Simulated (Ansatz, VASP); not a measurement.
**WS2 in VASP and in Ansatz**

INCAR

```
PREC = Accurate
ENCUT = 500
EDIFF = 1E-6
ISMEAR = 1
SIGMA = 0.1
LREAL = F
LASPH = T
NELM = 120
ALGO = Normal
ISIF = 2
LWAVE = F
LCHARG = F
NBANDS = 20
GGA_COMPAT = F
```

KPOINTS

```
regular mesh
0
Gamma
  6 6 1
```

Contents of POSCAR:

```
WS2
1.0
    3.1835200000      0.0000000000      0.0000000000
   -1.5917600000      2.7570100000      0.0000000000
    0.0000000000      0.0000000000     16.9505800000
W S
1 2
Direct
    0.3516835801      0.6504486225      0.0001540602
    0.6642308901      0.3112551959      0.9073837968
    0.6894112994      0.3340086735      0.0906388313
```

Input for Ansatz:

```yaml
crystal:
  lattice:
    - [3.18352, 0.0, 0.0]
    - [-1.59176, 2.75701, 0.0]
    - [0.0, 0.0, 16.95058]
  atoms:
    - { symbol: W, position: [0.35168358012027673, 0.6504486225245626, 0.00015406023473452926] }
    - { symbol: S, position: [0.6642308901026511, 0.31125519586737066, 0.907383796759228] }
    - { symbol: S, position: [0.6894112994481116, 0.33400867351204855, 0.09063883129635707] }
basis:
  ecutwfc: 450.0
kpoints:
  mp_grid:
    grid: [6, 6, 1]
hamiltonian:
  xc: lda
scf:
  max_iter: 50
  occupations:
    method: cold
    width: 0.1
output:
  forces: true
```

Alike in both runs: task single point; functional LDA; k mesh 6 × 6 × 1; no spin polarisation.

|  | VASP | Ansatz |
| --- | --- | --- |
| version | VASP 6.6.1 | Ansatz 0.2.0 |
| potentials or method | VASP PAW LDA potentials, release 64 (W_sv, S), cutoff 500 eV | plane waves, PAW |
| occupations | methfessel-paxton of order 1, width 0.1 eV | cold, width 0.1 eV |
| valence electrons in the cell | 26 | 26 |

VASP gave:

| Item | Value |
| --- | --- |
| rms of the force components (eV/Å) | 0.446 |

Problem. Which values does Ansatz return?

Solution. rms of the force components (eV/Å): 0.449.

LDA's correlation is that of Perdew and Zunger in VASP and of Perdew and Wang (1992) in Ansatz. Atom by atom the forces differ by 0.019 eV/Å (rms over components).

Spin-orbit coupling is off throughout.
